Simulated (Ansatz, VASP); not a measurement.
## NaH: VASP beside Ansatz

Contents of INCAR:

```
PREC = Accurate ; ENCUT = 520
EDIFF = 1E-6 ; ISMEAR = -1
SIGMA = 0.08 ; LREAL = F
LASPH = T ; NELM = 100
ALGO = Normal ; ISIF = 2
LWAVE = F ; LCHARG = T
GGA = PE ; LELF = T
LVHAR = T ; NBANDS = 11
```

Contents of KPOINTS:

```
regular mesh
0
Gamma
  12 12 12
```

Contents of POSCAR:

```
NaH
1.0
    0.0000000000      2.4315529388      2.4315529388
    2.4315529388      0.0000000000      2.4315529388
    2.4315529388      2.4315529388      0.0000000000
Na H
1 1
Direct
    0.0000000000      0.0000000000      0.0000000000
    0.5000000000      0.5000000000      0.5000000000
```

Input for Ansatz:

```yaml
crystal:
  lattice:
    - [0.0, 2.4315529388, 2.4315529388]
    - [2.4315529388, 0.0, 2.4315529388]
    - [2.4315529388, 2.4315529388, 0.0]
  atoms:
    - { symbol: Na, position: [0.0, 0.0, 0.0] }
    - { symbol: H, position: [0.5, 0.5, 0.5] }
kpoints:
  mp_grid: { grid: [12, 12, 12] }
scf:
  occupations: { method: fermi_dirac, width: 0.08 }
hamiltonian:
  xc: pbe
  pseudopotentials: { kind: all_electron, lapw: { basis_error: 0.0005 } }
output:
  forces: true
  stress: true
  eigenvalues: true
```

Change from the starting cell: volume scaled by 1.02.

Alike in both runs: task single point; functional PBE; k mesh 12 × 12 × 12; occupations fermi-dirac, width 0.08 eV; no spin polarisation.

|  | VASP | Ansatz |
| --- | --- | --- |
| version | VASP 6.6.1 | Ansatz 0.2.0 |
| potentials or method | VASP PAW PBE potentials, release 64 (Na_pv, H), cutoff 520 eV | all-electron LAPW, scalar-relativistic |

```tsv
	VASP	Ansatz	Ansatz less VASP
gap on the k mesh at the Fermi level (eV)	3.73	3.73	+0.002
pressure (GPa)	-0.5	-0.4	+0.05
```

Ansatz ran all-electron here, and VASP with PAW potentials.
